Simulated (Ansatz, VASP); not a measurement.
# Sn in VASP and in Ansatz

```
Sn
1.0
     0.00000    3.28446    3.28446
     3.28446    0.00000    3.28446
     3.28446    3.28446    0.00000
Sn
2
Cartesian
  0.0000 0.0000 0.0000
  1.6422 1.6422 1.6422
```

Alike in both runs: task single point; functional PBE; k mesh 6 × 6 × 6; occupations fermi-dirac, width 0.02 eV; no spin polarisation.

|  | VASP | Ansatz |
| --- | --- | --- |
| version | VASP 6.6.1 | Ansatz 0.2.0 |
| potentials or method | VASP PAW PBE potentials, release 64 (Sn_d) | plane waves, PAW |
| plane-wave cutoff (eV) | 520 | 420 |
| valence electrons in the cell | 28 | 28 |

|  | VASP | Ansatz | Ansatz less VASP |
| --- | --- | --- | --- |
| pressure (GPa) | 1.5 | 1.6 | +0.06 |
